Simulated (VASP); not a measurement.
# Zr (Pm-3m) in VASP: a series of runs

Aim: see how the results for Zr move with the level of theory and the settings. Levels: PBE, HSE06. Tasks: single point.

Program: VASP 6.6.1. These are calculated values, not measurements. Logs are shortened: lines on timing, memory, paths and dates and some standing lists are left out, and cuts for length are marked.

**1. The cell of the first run**

The structure is cubic, space group Pm-3m (No. 221). Conventional cell: a = 3.026 Å, b = 3.026 Å, c = 3.026 Å, α = 90.00°, β = 90.00°, γ = 90.00°. Within 4.0 Å of Zr (site symmetry m-3m) lie 6 Zr at 3.03 Å.

**2. Single point, PBE (volume scaled by 1.12)**

Contents of INCAR:

```
ALGO = Normal ; EDIFF = 1E-6
ENCUT = 520 ; GGA = PE
ISIF = 2 ; ISMEAR = -1
LASPH = T ; LCHARG = T
LELF = T ; LREAL = F
LVHAR = T ; LWAVE = F
NBANDS = 12 ; NELM = 60
PREC = Accurate ; SIGMA = 0.1
```

Contents of KPOINTS:

```
k-points
0
Gamma
  18 18 18
```

Contents of POSCAR:

```
Zr
1.0
    3.0256501349      0.0000000000      0.0000000000
    0.0000000000      3.0256501349      0.0000000000
    0.0000000000      0.0000000000      3.0256501349
Zr
1
Direct
    0.0000000000      0.0000000000      0.0000000000
```

Potentials or basis: VASP PAW PBE potentials, release 64 (Zr_sv).

Run with:

```bash
> cat potpaw_PBE.64/Zr_sv/POTCAR > POTCAR
> mpirun -np 1 vasp_std > vasp.out
```

OUTCAR:

```text
EDIFF = 1E-6
   ENCUT = 520
   GGA = PE
   ISIF = 2
   ISMEAR = -1
   LASPH = T
   LREAL = F
   NELM = 60
   PREC = Accurate

 ion  position               nearest neighbor table
   1  0.000  0.000  0.000-

  LATTYP: Found a simple cubic cell.
 ALAT       =     3.0256501349

  Lattice vectors:

 A1 = (   3.0256501349,   0.0000000000,   0.0000000000)
 A2 = (   0.0000000000,   3.0256501349,   0.0000000000)
 A3 = (   0.0000000000,   0.0000000000,   3.0256501349)

Analysis of symmetry for initial positions (statically):
=====================================================================
 Subroutine PRICEL returns:
 Original cell was already a primitive cell.

 Routine SETGRP: Setting up the symmetry group for a
 simple cubic supercell.

 Subroutine GETGRP returns: Found 48 space group operations
 (whereof 48 operations were pure point group operations)
 out of a pool of 48 trial point group operations.

The static configuration has the point symmetry O_h .

Analysis of symmetry for dynamics (positions and initial velocities):
=====================================================================
 Subroutine PRICEL returns:
 Original cell was already a primitive cell.

 Routine SETGRP: Setting up the symmetry group for a
 simple cubic supercell.

 Subroutine GETGRP returns: Found 48 space group operations
 (whereof 48 operations were pure point group operations)
 out of a pool of 48 trial point group operations.

The dynamic configuration has the point symmetry O_h .

 Subroutine INISYM returns: Found 48 space group operations
 (whereof 48 operations are pure point group operations),
 and found     1 'primitive' translations

----------------------------------------------------------------------------------------

                                     Primitive cell

  volume of cell :      27.6985

  direct lattice vectors                    reciprocal lattice vectors
     3.025650135  0.000000000  0.000000000     0.330507480  0.000000000  0.000000000
     0.000000000  3.025650135  0.000000000     0.000000000  0.330507480  0.000000000
     0.000000000  0.000000000  3.025650135     0.000000000  0.000000000  0.330507480

  length of vectors
     3.025650135  3.025650135  3.025650135     0.330507480  0.330507480  0.330507480

  position of ions in fractional coordinates (direct lattice)
     0.000000000  0.000000000  0.000000000

  ion indices of the primitive-cell ions
   primitive index   ion index
                 1           1

----------------------------------------------------------------------------------------

 KPOINTS: k-points

Automatic generation of k-mesh.
 Grid dimensions read from file:
 generate k-points for:   18   18   18

 Generating k-lattice:

  Cartesian coordinates                     Fractional coordinates (reciprocal lattice)
     0.018361527  0.000000000  0.000000000     0.055555556  0.000000000  0.000000000
     0.000000000  0.018361527  0.000000000     0.000000000  0.055555556  0.000000000
     0.000000000  0.000000000  0.018361527     0.000000000  0.000000000  0.055555556

  Length of vectors
     0.018361527  0.018361527  0.018361527

  Shift w.r.t. Gamma in fractional coordinates (k-lattice)
     0.000000000  0.000000000  0.000000000

 Subroutine IBZKPT returns following result:
 ===========================================

 Found    220 irreducible k-points:

 Following reciprocal coordinates:
            Coordinates               Weight
  0.000000  0.000000  0.000000      1.000000
  0.055556  0.000000  0.000000      6.000000
  0.111111  0.000000  0.000000      6.000000
  0.166667  0.000000  0.000000      6.000000
  0.222222  0.000000  0.000000      6.000000
  0.277778  0.000000  0.000000      6.000000
[... 16 lines left out ...]
  0.277778  0.111111  0.000000     24.000000
  0.333333  0.111111  0.000000     24.000000
 [... further k-points ...]
   k-points           NKPTS =    220   k-points in BZ     NKDIM =    220   number of bands    NBANDS=     12
   number of dos      NEDOS =    301   number of ions     NIONS =      1
   total plane-waves  NPLWV =  13824
   dimension x,y,z NGX =    24 NGY =   24 NGZ =   24
   dimension x,y,z NGXF=    48 NGYF=   48 NGZF=   48
   ions per type =               1
   NGX,Y,Z   is equivalent  to a cutoff of  13.19, 13.19, 13.19 a.u.
   NGXF,Y,Z  is equivalent  to a cutoff of  26.37, 26.37, 26.37 a.u.
 SYSTEM =  unknown system
   PREC   = accura    normal or accurate (medium, high low for compatibility)
   ISTART =      0    job   : 0-new  1-cont  2-samecut
   ICHARG =      2    charge: 1-file 2-atom 10-const
   ISPIN  =      1    spin polarized calculation?
   LNONCOLLINEAR =      F non collinear calculations
   LSORBIT =      F    spin-orbit coupling
   LASPH  =      T    aspherical Exc in radial PAW
   ENCUT  =  520.0 eV  38.22 Ry    6.18 a.u.   5.63  5.63  5.63*2*pi/ulx,y,z
   NELM   =     60;   NELMIN=  2; NELMDL= -5     # of ELM steps
   EDIFF  = 0.1E-05   stopping-criterion for ELM
   LREAL  =      F    real-space projection
   EDIFFG = 0.1E-04   stopping-criterion for IOM
   NSW    =      0    number of steps for IOM
   IBRION =     -1    ionic relax: 0-MD 1-quasi-New 2-CG
   NFREE  =      0    steps in history (QN), initial steepest desc. (CG)
   ISIF   =      2    stress and relaxation
   ISYM   =      2    0-nonsym 1-usesym 2-fastsym
   POTIM  = 0.5000    time-step for ionic-motion
   TEBEG  =    0.0;   TEEND  =   0.0 temperature during run
   PSTRESS=    0.0 pullay stress
   NELECT =      12.0000    total number of electrons
   NUPDOWN=      -1.0000    fix difference up-down
   EMIN   =  10.00;   EMAX   =-10.00  energy-range for DOS
   EFERMI =   0.00;   METHOD = LEGACY
   ISMEAR =    -1;   SIGMA  =   0.10  broadening in eV -4-tet -1-fermi 0-gaus
   EFERMI_NEDOS =   21; number of points for ismear=-14 and -15
   IALGO  =     38    algorithm
   IMIX   =      4    mixing-type and parameters
     AMIX     =   0.40;   BMIX     =  1.00
     AMIX_MAG =   1.60;   BMIX_MAG =  1.00
  volume/ion in A,a.u.               =      27.70       186.92
  Fermi-wavevector in a.u.,A,eV,Ry     =   1.238749  2.340896 20.878117  1.534498
  Thomas-Fermi vector in A             =   2.373261
   LORBIT       =      0    0 simple, 1 ext, 2 COOP (PROOUT), +10 PAW based schemes
   GGA     = PE    functional components
   LHFCALC =     F    Hartree Fock is set to
   AEXX    =    0.0000 exact exchange contribution
   IVDW    =     0    specifies the selected vdW correction
   LEPSILON=     F    determine dielectric tensor
   LRPA    =     F    only Hartree local field effects (RPA)
 non-spin polarized calculation
  energy-cutoff  :      520.00
  volume of cell :       27.70
 maximum number of plane-waves:       768
 NGX is ok and might be reduce to    24
   NGX = 11   NGY = 11   NGZ = 11

 number of electron      11.9999999 magnetization

 Free energy of the ion-electron system (eV)
  ---------------------------------------------------
  ext. energy  EPLUGINS =         0.00000000
  ---------------------------------------------------
  free energy    TOTEN  =        -7.61182359 eV

  energy without entropy =       -7.54436115  energy(sigma->0) =       -7.57809237

 E-fermi :   6.8639     XC(G=0): -10.2146

 val. band max:        6.8619978689   @ k =   0.3333   0.3333   0.3333
 cond. band min:       6.8672848335   @ k =   0.4444   0.2778   0.2778
 fundamental gap:      0.0052869646
 Fermi energy:         6.8638702373

 k-point     1 :       0.0000    0.0000    0.0000
  band No.  band energies     occupation
      1     -41.9313      2.00000
      2     -19.5157      2.00000
      3     -19.5157      2.00000
      4     -19.5157      2.00000
      5       2.0394      2.00000
      6       5.4660      2.00000
      7       5.4660      2.00000
      8      11.7651      0.00000
      9      11.7651      0.00000
     10      11.7651      0.00000
     11      18.7537      0.00000
     12      18.7537      0.00000

 k-point     2 :       0.0556    0.0000    0.0000
  band No.  band energies     occupation
      1     -41.9285      2.00000
      2     -19.5431      2.00000
      3     -19.5134      2.00000
      4     -19.5134      2.00000
      5       2.1091      2.00000
      6       5.4854      2.00000
      7       5.5326      2.00000
      8      11.6500      0.00000
      9      11.6500      0.00000
     10      11.7727      0.00000
     11      18.3766      0.00000
     12      18.9107      0.00000

 k-point     3 :       0.1111    0.0000    0.0000
  band No.  band energies     occupation
      1     -41.9206      2.00000
      2     -19.6213      2.00000
      3     -19.5068      2.00000
      4     -19.5068      2.00000
      5       2.3106      2.00000
      6       5.5420      2.00000
      7       5.7275      1.99998
      8      11.3426      0.00000
      9      11.3426      0.00000
     10      11.7947      0.00000
     11      17.5229      0.00000
     12      19.3403      0.00000
[... 286 lines left out ...]
 k-point    23 :       0.2778    0.1111    0.0000
  band No.  band energies     occupation
      1     -41.8673      2.00000
      2     -20.0176      2.00000
      3     -19.5731      2.00000
      4     -19.4623      2.00000
      5       3.7176      2.00000
      6       6.0717      1.99927
      7       6.8740      0.94964
      8       9.6447      0.00000
      9      10.1006      0.00000
     10      11.5498      0.00000
     11      15.4384      0.00000
     12      19.6071      0.00000

 k-point    24 :       0.3333    0.1111    0.0000
  band No.  band energies     occupation
      1     -41.8523      2.00000
      2     -20.1530      2.00000
      3     -19.5597      2.00000
      4     -19.4498      2.00000
      5       4.1796      2.00000
      6       6.1993      1.99740
      7       7.0294      0.32089
      8       9.4792      0.00000
      9       9.7481      0.00000
     10      11.6003      0.00000
     11      14.9545      0.00000
     12      19.6287      0.00000

 [... further k-points ...]
[... 5 lines left out ...]
  --------------------------------------------------------------------------------------
  -------------------------------------------------------------------------------------
  Total       -1.0585658     -1.0585658     -1.0585658     -0.0000000     -0.0000000      0.0000000
  in kB      -61.2311333    -61.2311333    -61.2311333     -0.0000000     -0.0000000      0.0000000
  external PRESSURE =     -61.2311333 kB  Pullay stress =       0.0000000 kB

 VOLUME and BASIS-vectors are now :
 -----------------------------------------------------------------------------
  energy-cutoff  :      520.00
  volume of cell :       27.70
      direct lattice vectors                 reciprocal lattice vectors
     3.025650135  0.000000000  0.000000000     0.330507480  0.000000000  0.000000000
     0.000000000  3.025650135  0.000000000     0.000000000  0.330507480  0.000000000
     0.000000000  0.000000000  3.025650135     0.000000000  0.000000000  0.330507480

 POSITION                                       TOTAL-FORCE (eV/Angst)
 -----------------------------------------------------------------------------------
      0.00000      0.00000      0.00000         0.000000      0.000000      0.000000
 -----------------------------------------------------------------------------------
    total drift:                               -0.000000      0.000000      0.000000

  FREE ENERGIE OF THE ION-ELECTRON SYSTEM (eV)
  ---------------------------------------------------
  free  energy   TOTEN  =        -7.6118235944 eV

  energy  without entropy=       -7.5443611529  energy(sigma->0) =       -7.57809237
```

Wall time 22 s (1 thread of Intel Xeon 6975P-C, shared host); peak memory 0.19 GiB.

Results:

| Item | Value |
| --- | --- |
| Free energy | -7.6118 eV |
| Pressure | -6.1 GPa |
| Band gap on the k mesh | zero (band 6 reaches 7.66 eV, above the bottom of band 7 at 5.47 eV) |

Caveat: the cell differs from its parent crystal (volume scaled by 1.12).

**3. Single point, PBE**

This run uses another cell than the first one, of 24.73 Å³/atom, 0.893 times its volume.

Contents of INCAR:

```
ALGO = Normal
EDIFF = 1E-6
ENCUT = 500
GGA = PE
GGA_COMPAT = False
ISIF = 2
ISMEAR = -1
LASPH = True
LCHARG = False
LREAL = False
LWAVE = False
NBANDS = 12
NELM = 120
PREC = Accurate
SIGMA = 0.1
```

Contents of KPOINTS:

```
k-points
0
Gamma
  6 6 6
```

Contents of POSCAR:

```
Zr
1.0
    2.9134844231      0.0000000000      0.0000000000
    0.0000000000      2.9134844231      0.0000000000
    0.0000000000      0.0000000000      2.9134844231
Zr
1
Direct
    0.0000000000      0.0000000000      0.0000000000
```

Potentials or basis: VASP PAW PBE potentials, release 64 (Zr_sv).

Run with:

```bash
> cat potpaw_PBE.64/Zr_sv/POTCAR > POTCAR
> mpirun -np 1 vasp_std > vasp.out
```

It used 7.4 s of CPU time on 1 thread of AMD EPYC 7R13 Processor (Zen 3) (shared host).

It converged, with:

| Property | Result |
| --- | --- |
| Free energy | -7.6499 eV |
| Pressure | 0.0 GPa |
| Band gap on the k mesh | zero (band 6 reaches 9.00 eV, above the bottom of band 7 at 6.33 eV) |

Levels at points of the mesh, in eV from the Fermi level:
```
           k point  band 4  band 5  band 6  band 7  band 8  band 9
(0.00, 0.00, 0.00)  -26.10   -5.04   -1.69   -1.69    5.53    5.53
(0.50, 0.00, 0.00)  -25.99   -2.03   -0.85    0.39    2.51    2.51
(0.50, 0.50, 0.00)  -25.88   -3.00   -0.31    3.16    3.16    4.93
(0.50, 0.50, 0.50)  -26.95   -1.51   -1.51   -1.51    6.56    7.68
```

**4. Single point, HSE06**

This run uses another cell than the first one, of 24.73 Å³/atom, 0.893 times its volume.

POSCAR is that of step 3.

Contents of INCAR.step1:

```
PREC = Accurate ; ENCUT = 400
EDIFF = 1E-5 ; ISMEAR = -1
SIGMA = 0.1 ; LREAL = F
LASPH = T ; NELM = 120
ALGO = Normal ; ISIF = 2
LWAVE = T ; GGA = PE
NBANDS = 12 ; GGA_COMPAT = F
```

Contents of INCAR.step2:

```
PREC = Accurate ; ENCUT = 400
EDIFF = 1E-6 ; ISMEAR = -1
SIGMA = 0.1 ; LREAL = F
LASPH = T ; NELM = 120
ALGO = Normal ; ISIF = 2
LWAVE = F ; LCHARG = T
GGA = PE ; LHFCALC = T
HFSCREEN = 0.2079 ; PRECFOCK = Normal
LELF = T ; LVHAR = T
ISTART = 1 ; NBANDS = 12
GGA_COMPAT = F
```

Contents of KPOINTS:

```
regular mesh
0
Gamma
  6 6 6
```

Run with:

```bash
> cat potpaw_PBE.64/Zr_sv/POTCAR > POTCAR
> cp INCAR.step1 INCAR
> mpirun -np 1 vasp_std > vasp.out
> cp INCAR.step2 INCAR
> mpirun -np 1 vasp_std > vasp.out
```

It used 940 s of CPU time on 1 thread of AMD EPYC 7R13 Processor (Zen 3), on a shared host.

Results (log left out):

```yaml
Free_energy: -8.7078 eV
Pressure: -1.1 GPa
Band_gap_on_the_k_mesh: zero (band 6 reaches 9.23 eV, above the bottom of band 7 at 5.97 eV)
```

Levels at points of the mesh, in eV from the Fermi level:
```
           k point  band 3  band 4  band 5  band 6  band 7  band 8  band 9  band 10
(0.00, 0.00, 0.00)  -28.35  -28.35   -6.00   -2.10   -2.10    6.43    6.43     6.43
(0.50, 0.00, 0.00)  -28.23  -28.23   -2.37   -1.00    0.08    3.10    3.10     6.77
(0.50, 0.50, 0.00)  -29.48  -28.12   -3.52   -0.31    3.83    3.83    5.26     5.26
(0.50, 0.50, 0.50)  -29.29  -29.29   -1.73   -1.73   -1.73    6.88    8.55     8.55
```

Caveat: the PAW data sets were made with another functional, which shifts forces and pressure a little.

**5. Summary**

| level | cell | k mesh | cutoff (eV) | grid for exact exchange (PRECFOCK) | screening parameter | gap on the mesh (eV) | pressure (GPa) |
| --- | --- | --- | --- | --- | --- | --- | --- |
| PBE | a = 3.026 Å, 1 atom | 18 × 18 × 18 | 520 | - | - | none | -6.1 |
| PBE | a = 2.913 Å, 1 atom | 6 × 6 × 6 | 500 | - | - | none | 0.0 |
| HSE06 | a = 2.913 Å, 1 atom | 6 × 6 × 6 | 400 | Normal | 0.2079 1/Å | none | -1.1 |

Alike in all rows: task single point; potentials or basis VASP PAW PBE potentials, release 64 (Zr_sv); no spin polarisation; smearing fermi-dirac 0.1 eV.

Caveats: the PAW data sets were made with another functional, which shifts forces and pressure a little (some runs).

Absolute energies hang on the potentials; compare differences alone.
